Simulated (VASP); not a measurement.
# LiH in VASP: a series of runs, part 2 of 2

VASP 6.6.1. The steps go on from the part before.

## 5. Single point, r2SCAN (volume changed by -3%)

Contents of POSCAR:

```
LiH
1.0
    3.2229403643      0.0000000000      0.0000000000
   -1.6114701821      2.7911482304      0.0000000000
    0.0000000000      0.0000000000      4.0273438533
Li H
2 2
Direct
    0.3333333333      0.6666666667     -0.0625093473
    0.6666666667      0.3333333333      0.4374906527
    0.3333333333      0.6666666667      0.4375093473
    0.6666666667      0.3333333333      0.9375093473
```

Contents of INCAR.step1:

```
SYSTEM = LiH
PREC = Accurate
ENCUT = 520
ISMEAR = 0
SIGMA = 0.01
LREAL = .FALSE.
LASPH = .TRUE.
NELM = 60
NBANDS = 12
GGA = PE
ALGO = Normal
EDIFF = 1E-4
LWAVE = .TRUE.
LCHARG = .FALSE.
```

Contents of INCAR.step2:

```
SYSTEM = LiH
PREC = Accurate
ENCUT = 520
EDIFF = 1E-6
ISMEAR = 0
SIGMA = 0.01
LREAL = .FALSE.
LASPH = .TRUE.
NELM = 60
ALGO = Normal
ISIF = 2
LWAVE = .FALSE.
LCHARG = .FALSE.
METAGGA = R2SCAN
LMIXTAU = .TRUE.
NBANDS = 12
ISTART = 1
```

Contents of KPOINTS:

```
Automatic mesh
0
G
  9 9 6
  0 0 0
```

The run is started by

```console
> cat potpaw_PBE.64/Li_sv/POTCAR potpaw_PBE.64/H/POTCAR > POTCAR
> cp INCAR.step1 INCAR
> mpirun -np 1 vasp_std > vasp.out
> cp INCAR.step2 INCAR
> mpirun -np 1 vasp_std > vasp.out
```

It took 53 s on 1 thread of Intel Xeon Platinum 8488C (Sapphire Rapids), shared host; peak memory 0.15 GiB.

It converged, with:

```
Free energy            : -13.5309 eV
Largest force          : 0.015 eV/Å
Band gap on the k mesh : 2.24 eV, indirect (least direct gap 3.59 eV)
```

Forces on the atoms (eV/Å):
```
Li   0.000  0.000 -0.015
Li   0.000  0.000 -0.015
H    0.000  0.000  0.015
H    0.000  0.000  0.015
```

Levels at points of the mesh, in eV from the valence-band top:
| k point | band 1 | band 2 | band 3 | band 4 | band 5 | band 6 | band 7 | band 8 |
| --- | --- | --- | --- | --- | --- | --- | --- | --- |
| (0.00, 0.00, 0.00) | -46.03 | -45.96 | -5.39 | 0.00 | 3.59 | 11.79 | 11.79 | 12.53 |
| (0.00, 0.00, 0.50) | -45.99 | -45.99 | -3.83 | -3.83 | 10.51 | 10.51 | 14.05 | 14.05 |

Caveat: the cell differs from its parent crystal (volume changed by -3%); the cutoff is under 1.25 times the usual one of these potentials, so pressure, stress and relaxed cells hold a basis-set (Pulay) error; the PAW data sets were made with another functional, which shifts forces and pressure a little. A k mesh can miss the band edges.

## 6. Single point, r2SCAN

This run uses another cell than the first one, of 9.34 Å³/atom, 0.943 times its volume.

Contents of POSCAR:

```
LiH
1.0
    3.2558297825      0.0000000000      0.0000000000
   -1.6279148912      2.8196313020      0.0000000000
    0.0000000000      0.0000000000      4.0684420372
Li H
2 2
Direct
    0.3333333333      0.6666666667     -0.0625093473
    0.6666666667      0.3333333333      0.4374906527
    0.3333333333      0.6666666667      0.4375093473
    0.6666666667      0.3333333333      0.9375093473
```

Contents of INCAR.step1:

```
ALGO     = Normal         # electronic algorithm
EDIFF    = 1E-4           # SCF threshold, eV
ENCUT    = 520            # plane-wave cutoff, eV
GGA      = PE             # functional
ISMEAR   = 0              # smearing method
LASPH    = True           # aspherical terms in the spheres
LCHARG   = False          # write CHGCAR
LREAL    = False          # projectors in reciprocal space
LWAVE    = True           # write WAVECAR
NBANDS   = 12             # bands
NELM     = 100            # most SCF steps
PREC     = Accurate       # precision mode
SIGMA    = 0.01           # smearing width, eV
```

Contents of INCAR.step2:

```
ALGO     = Normal         # electronic algorithm
EDIFF    = 1E-6           # SCF threshold, eV
ENCUT    = 520            # plane-wave cutoff, eV
ISIF     = 2              # what is computed and relaxed
ISMEAR   = 0              # smearing method
ISTART   = 1            
LASPH    = True           # aspherical terms in the spheres
LCHARG   = False          # write CHGCAR
LMIXTAU  = True         
LREAL    = False          # projectors in reciprocal space
LWAVE    = False          # write WAVECAR
METAGGA  = R2SCAN         # meta-GGA
NBANDS   = 12             # bands
NELM     = 100            # most SCF steps
PREC     = Accurate       # precision mode
SIGMA    = 0.01           # smearing width, eV
```

Contents of KPOINTS:

```
k-points
0
Gamma
  9 9 6
```

Potentials or basis: VASP PAW PBE potentials, release 64 (Li_sv, H).

The run is started by

```console
> cat potpaw_PBE.64/Li_sv/POTCAR potpaw_PBE.64/H/POTCAR > POTCAR
> cp INCAR.step1 INCAR
> mpirun -np 1 vasp_std > vasp.out
> cp INCAR.step2 INCAR
> mpirun -np 1 vasp_std > vasp.out
```

OUTCAR:

```text
EDIFF = 1E-6
   ENCUT = 520
   ISIF = 2
   ISMEAR = 0
   ISTART = 1
   LASPH = True
   LREAL = False
   METAGGA = R2SCAN
   NELM = 100
   PREC = Accurate

 ion  position               nearest neighbor table
   1  0.333  0.667  0.937-
   2  0.667  0.333  0.437-
   3  0.333  0.667  0.438-
   4  0.667  0.333  0.938-

  LATTYP: Found a hexagonal cell.
 ALAT       =     3.2558297825
 C/A-ratio  =     1.2495868362

  Lattice vectors:

 A1 = (   3.2558297825,   0.0000000000,   0.0000000000)
 A2 = (  -1.6279148912,   2.8196313020,   0.0000000000)
 A3 = (   0.0000000000,   0.0000000000,   4.0684420372)

Analysis of symmetry for initial positions (statically):
=====================================================================
 Subroutine PRICEL returns:
 Original cell was already a primitive cell.

 Routine SETGRP: Setting up the symmetry group for a
 hexagonal supercell.

 Subroutine GETGRP returns: Found 12 space group operations
 (whereof  6 operations were pure point group operations)
 out of a pool of 24 trial point group operations.

The static configuration has the point symmetry C_3v.
 The point group associated with its full space group is C_6v.

Analysis of symmetry for dynamics (positions and initial velocities):
=====================================================================
 Subroutine PRICEL returns:
 Original cell was already a primitive cell.

 Routine SETGRP: Setting up the symmetry group for a
 hexagonal supercell.

 Subroutine GETGRP returns: Found 12 space group operations
 (whereof  6 operations were pure point group operations)
 out of a pool of 24 trial point group operations.

The dynamic configuration has the point symmetry C_3v.
 The point group associated with its full space group is C_6v.

 Subroutine INISYM returns: Found 12 space group operations
 (whereof  6 operations are pure point group operations),
 and found     1 'primitive' translations

----------------------------------------------------------------------------------------

                                     Primitive cell

  volume of cell :      37.3493

  direct lattice vectors                    reciprocal lattice vectors
     3.255829783  0.000000000  0.000000000     0.307141364  0.177328149  0.000000000
    -1.627914891  2.819631302  0.000000000     0.000000000  0.354656298  0.000000000
     0.000000000  0.000000000  4.068442037     0.000000000  0.000000000  0.245794334

  length of vectors
     3.255829783  3.255829782  4.068442037     0.354656298  0.354656298  0.245794334

  position of ions in fractional coordinates (direct lattice)
     0.333333333  0.666666667  0.937490653
     0.666666667  0.333333333  0.437490653
     0.333333333  0.666666667  0.437509347
     0.666666667  0.333333333  0.937509347

  ion indices of the primitive-cell ions
   primitive index   ion index
                 1           1
                 2           2
                 3           3
                 4           4

----------------------------------------------------------------------------------------

 KPOINTS: k-points

Automatic generation of k-mesh.
[... 25 lines left out ...]
  0.222222  0.000000  0.000000      6.000000
  0.333333  0.000000  0.000000      6.000000
  0.444444  0.000000  0.000000      6.000000
  0.111111  0.111111  0.000000      6.000000
[... 16 lines left out ...]
  0.333333  0.222222  0.166667     24.000000
  0.333333  0.333333  0.166667      4.000000
 [... further k-points ...]
   k-points           NKPTS =     48   k-points in BZ     NKDIM =     48   number of bands    NBANDS=     12
   number of dos      NEDOS =    301   number of ions     NIONS =      4
   total plane-waves  NPLWV =  17280
   dimension x,y,z NGX =    24 NGY =   24 NGZ =   30
   dimension x,y,z NGXF=    48 NGYF=   48 NGZF=   60
   ions per type =               2   2
   NGX,Y,Z   is equivalent  to a cutoff of  12.25, 12.25, 12.26 a.u.
   NGXF,Y,Z  is equivalent  to a cutoff of  24.51, 24.51, 24.52 a.u.
 SYSTEM =  unknown system
   PREC   = accura    normal or accurate (medium, high low for compatibility)
   ISTART =      1    job   : 0-new  1-cont  2-samecut
   ICHARG =      0    charge: 1-file 2-atom 10-const
   ISPIN  =      1    spin polarized calculation?
   LNONCOLLINEAR =      F non collinear calculations
   LSORBIT =      F    spin-orbit coupling
   LASPH  =      T    aspherical Exc in radial PAW
   ENCUT  =  520.0 eV  38.22 Ry    6.18 a.u.   6.05  6.05  7.56*2*pi/ulx,y,z
   NELM   =    100;   NELMIN=  2; NELMDL=  0     # of ELM steps
   EDIFF  = 0.1E-05   stopping-criterion for ELM
   LREAL  =      F    real-space projection
   EDIFFG = 0.1E-04   stopping-criterion for IOM
   NSW    =      0    number of steps for IOM
   IBRION =     -1    ionic relax: 0-MD 1-quasi-New 2-CG
   NFREE  =      0    steps in history (QN), initial steepest desc. (CG)
   ISIF   =      2    stress and relaxation
   ISYM   =      2    0-nonsym 1-usesym 2-fastsym
   POTIM  = 0.5000    time-step for ionic-motion
   TEBEG  =    0.0;   TEEND  =   0.0 temperature during run
   PSTRESS=    0.0 pullay stress
   NELECT =       8.0000    total number of electrons
   NUPDOWN=      -1.0000    fix difference up-down
   EMIN   =  10.00;   EMAX   =-10.00  energy-range for DOS
   EFERMI =   0.00;   METHOD = LEGACY
   ISMEAR =     0;   SIGMA  =   0.01  broadening in eV -4-tet -1-fermi 0-gaus
   EFERMI_NEDOS =   21; number of points for ismear=-14 and -15
   IALGO  =     38    algorithm
   IMIX   =      4    mixing-type and parameters
     AMIX     =   0.40;   BMIX     =  1.00
     AMIX_MAG =   1.60;   BMIX_MAG =  1.00
  volume/ion in A,a.u.               =       9.34        63.01
  Fermi-wavevector in a.u.,A,eV,Ry     =   0.979514  1.851014 13.054086  0.959448
  Thomas-Fermi vector in A             =   2.110373
   LORBIT       =      0    0 simple, 1 ext, 2 COOP (PROOUT), +10 PAW based schemes
   METAGGA = R2SCAN    functional components
   LHFCALC =     F    Hartree Fock is set to
   AEXX    =    0.0000 exact exchange contribution
   IVDW    =     0    specifies the selected vdW correction
   LEPSILON=     F    determine dielectric tensor
   LRPA    =     F    only Hartree local field effects (RPA)
 non-spin polarized calculation
 Gauss-broadening in eV      SIGMA  =   0.01
  energy-cutoff  :      520.00
  volume of cell :       37.35
 maximum number of plane-waves:      1038
   NGX = 13   NGY = 13   NGZ = 15

 number of electron       8.0000004 magnetization

 Free energy of the ion-electron system (eV)
  ---------------------------------------------------
  ext. energy  EPLUGINS =         0.00000000
  ---------------------------------------------------
  free energy    TOTEN  =       -13.53493882 eV

  energy without entropy =      -13.53493882  energy(sigma->0) =      -13.53493882

 E-fermi :  -0.3073     XC(G=0):  -8.1726

 val. band max:       -0.4203044595   @ k =   0.0000   0.0000   0.0000
 cond. band min:       1.8783662168   @ k =   0.3333   0.3333   0.0000
 fundamental gap:      2.2986706763
 Fermi energy:        -0.3073362075

 k-point     1 :       0.0000    0.0000    0.0000
  band No.  band energies     occupation
      1     -46.4735      2.00000
      2     -46.4177      2.00000
      3      -5.6920      2.00000
      4      -0.4203      2.00000
      5       3.1864      0.00000
      6      11.2067      0.00000
      7      11.2071      0.00000
      8      11.8882      0.00000
      9      13.9502      0.00000
     10      13.9504      0.00000
     11      16.0094      0.00000
     12      18.7566      0.00000
[... 331 lines left out ...]
 k-point    24 :       0.3333    0.3333    0.1667
  band No.  band energies     occupation
      1     -46.4375      2.00000
      2     -46.4375      2.00000
      3      -2.5573      2.00000
      4      -2.5573      2.00000
      5       2.1370      0.00000
      6       8.1737      0.00000
      7       8.1738      0.00000
      8       8.2289      0.00000
      9      12.3028      0.00000
     10      12.3029      0.00000
     11      14.8766      0.00000
     12      19.1855      0.00000

 [... further k-points ...]
[... 5 lines left out ...]
  --------------------------------------------------------------------------------------
  -------------------------------------------------------------------------------------
  Total       -0.0583921     -0.0583921     -0.0488928     -0.0000000      0.0000000      0.0000000
  in kB       -2.5048536     -2.5048536     -2.0973634     -0.0000000      0.0000000      0.0000000
  external PRESSURE =      -2.3690235 kB  Pullay stress =       0.0000000 kB

 VOLUME and BASIS-vectors are now :
 -----------------------------------------------------------------------------
  energy-cutoff  :      520.00
  volume of cell :       37.35
      direct lattice vectors                 reciprocal lattice vectors
     3.255829783  0.000000000  0.000000000     0.307141364  0.177328149  0.000000000
    -1.627914891  2.819631302  0.000000000     0.000000000  0.354656298  0.000000000
     0.000000000  0.000000000  4.068442037     0.000000000  0.000000000  0.245794334

 POSITION                                       TOTAL-FORCE (eV/Angst)
 -----------------------------------------------------------------------------------
     -0.00000      1.87975      3.81413        -0.000000     -0.000000     -0.033643
      1.62791      0.93988      1.77991         0.000000      0.000000     -0.033643
     -0.00000      1.87975      1.77998         0.000000      0.000000      0.033643
      1.62791      0.93988      3.81420        -0.000000      0.000000      0.033643
 -----------------------------------------------------------------------------------
    total drift:                               -0.000000     -0.000000     -0.133946

  FREE ENERGIE OF THE ION-ELECTRON SYSTEM (eV)
  ---------------------------------------------------
  free  energy   TOTEN  =       -13.5349388167 eV

  energy  without entropy=      -13.5349388167  energy(sigma->0) =      -13.53493882
```

Wall time 45 s (1 thread of Intel Xeon Platinum 8488C (Sapphire Rapids), shared host); peak memory 0.15 GiB.

What came out:

| Item | Value |
| --- | --- |
| Free energy | -13.5349 eV |
| Largest force | 0.034 eV/Å |
| Band gap on the k mesh | 2.30 eV, indirect (least direct gap 3.61 eV) |

Forces in eV/Å, atoms in the order of the input:
```
Li   0.000  0.000 -0.034
Li   0.000  0.000 -0.034
H    0.000  0.000  0.034
H    0.000  0.000  0.034
```

Levels at points of the mesh, in eV from the valence-band top:
```csv
k point,band 1,band 2,band 3,band 4,band 5,band 6,band 7,band 8,band 9
"(0.00, 0.00, 0.00)",-46.05,-46.00,-5.27,0.00,3.61,11.63,11.63,12.31,14.37
"(0.00, 0.00, 0.50)",-46.03,-46.03,-3.73,-3.73,10.33,10.33,13.85,13.85,13.85
```

Caveat: the cutoff is under 1.25 times the usual one of these potentials, so pressure, stress and relaxed cells hold a basis-set (Pulay) error; the PAW data sets were made with another functional, which shifts forces and pressure a little. r2SCAN opens gaps a little over a GGA but as a rule still falls short of measured ones.

## 7. Overview

```csv
level,cell,k mesh,gap on the mesh (eV),largest force (eV/Å)
PBE,"a = 3.319, b = 3.319, c = 4.152 Å, angles 90.0, 90.0, 120.0°, 4 atoms",9 × 9 × 6,1.95,-
r2SCAN,"a = 3.189, b = 3.189, c = 3.985 Å, angles 90.0, 90.0, 120.0°, 4 atoms",9 × 9 × 6,2.18,0.01
PBE,"a = 3.256, b = 3.256, c = 4.068 Å, angles 90.0, 90.0, 120.0°, 4 atoms",12 × 12 × 6,1.83,-
r2SCAN,"a = 3.223, b = 3.223, c = 4.027 Å, angles 90.0, 90.0, 120.0°, 4 atoms",9 × 9 × 6,2.24,0.01
r2SCAN,"a = 3.256, b = 3.256, c = 4.068 Å, angles 90.0, 90.0, 120.0°, 4 atoms",9 × 9 × 6,2.30,0.03
```

Alike in all rows: task single point; potentials or basis VASP PAW PBE potentials, release 64 (Li_sv, H); no spin polarisation; cutoff (eV) 520; smearing gaussian 0.01 eV.

Caveats: the cutoff is under 1.25 times the usual one of these potentials, so pressure, stress and relaxed cells hold a basis-set (Pulay) error; the PAW data sets were made with another functional, which shifts forces and pressure a little (some runs).

Total energies depend on the potentials used, so only differences within one code and one set of settings carry meaning.
